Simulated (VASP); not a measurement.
**KMgF3: single point with PBE**

KMgF3:

```
CELL_PARAMETERS angstrom
3.66114 0.00000 0.00000
0.00000 3.66114 0.00000
0.00000 0.00000 3.66114
ATOMIC_POSITIONS crystal
K 0.50000 0.50000 0.50000
Mg 0.00000 0.00000 0.00000
F 0.50000 0.00000 0.00000
F 0.00000 0.50000 0.00000
F 0.00000 0.00000 0.50000
```

```yaml
Program: VASP 6.6.1
Task: single point
Functional: PBE
Potentials_or_basis: VASP PAW PBE potentials, release 64 (K_sv, Mg, F)
Cutoff: 520 eV
k_mesh: 6 × 6 × 6
Occupations: gaussian, width 0.01 eV
Spin: no spin polarisation
Dipole_correction: no
Further_INCAR_settings: ALGO = Normal; EDIFF = 1e-06; NBANDS = 24
```

The pressure is 40.1 GPa and the band gap on the k mesh is 9.56 eV (least direct gap 9.85 eV).

Levels at points of the mesh, in eV from the valence-band top:
| k point | band 12 | band 13 | band 14 | band 15 | band 16 | band 17 | band 18 | band 19 | band 20 | band 21 |
| --- | --- | --- | --- | --- | --- | --- | --- | --- | --- | --- |
| (0.00, 0.00, 0.00) | -0.92 | -0.92 | -0.28 | -0.28 | -0.28 | 9.56 | 10.34 | 10.34 | 12.81 | 12.81 |
| (0.50, 0.00, 0.00) | -1.35 | -1.17 | -1.17 | -0.69 | -0.69 | 11.76 | 11.78 | 13.38 | 13.59 | 14.09 |
| (0.50, 0.50, 0.00) | -1.58 | -1.39 | -1.08 | -1.08 | -0.04 | 12.34 | 12.87 | 14.00 | 14.00 | 15.40 |
| (0.50, 0.50, 0.50) | -1.37 | -1.37 | 0.00 | 0.00 | 0.00 | 11.45 | 11.45 | 11.45 | 15.23 | 15.23 |

Wall time 41 s on 1 thread of Intel Xeon 8259CL (shared host), peak memory 0.17 GiB.

Caveat: the cell stands under pressure. A k mesh can miss the band edges.
